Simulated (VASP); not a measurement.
A run of VASP 6.6.1 is set up as follows.

Contents of POSCAR:

```
Hg
1.0
    1.7300004553      0.9988162286      2.2340000000
   -1.7300004553      0.9988162286      2.2340000000
    0.0000000000     -1.9976324571      2.2340000000
Hg
1
Direct
    0.0000000000      0.0000000000      0.0000000000
```

Contents of INCAR.step1:

```
  ALGO = Normal
  EDIFF = 1E-5
  ENCUT = 550
  GGA = PE
  GGA_COMPAT = False
  ISMEAR = 0
  LASPH = True
  LCHARG = False
  LREAL = False
  LWAVE = True
  NBANDS = 12
  NELM = 120
  PREC = Accurate
  SIGMA = 0.1
```

File INCAR.step2:

```
  ALGO = Normal
  EDIFF = 1E-6
  ENCUT = 550
  GGA_COMPAT = False
  ISIF = 2
  ISMEAR = 0
  ISTART = 1
  LASPH = True
  LCHARG = True
  LELF = True
  LMIXTAU = True
  LREAL = False
  LVHAR = True
  LWAVE = False
  METAGGA = R2SCAN
  NBANDS = 12
  NELM = 120
  PREC = Accurate
  SIGMA = 0.1
```

File KPOINTS:

```
k-points
0
Gamma
  6 6 6
```

Potentials or basis: VASP PAW PBE potentials, release 64 (Hg).

Command:

```bash
$ cat potpaw_PBE.64/Hg/POTCAR > POTCAR
$ cp INCAR.step1 INCAR
$ mpirun -np 1 vasp_std > vasp.out
$ cp INCAR.step2 INCAR
$ mpirun -np 1 vasp_std > vasp.out
```

Predict the pressure.

4.3 GPa.

Predict the band gap on the k mesh.

zero (band 6 reaches 4.11 eV, above the bottom of band 7 at 0.89 eV).

Caveat: the k points lie up to 0.38 Å⁻¹ apart; the PAW data sets were made with another functional, which shifts forces and pressure a little; spin-orbit coupling is left out, which moves the levels of the heavy elements.
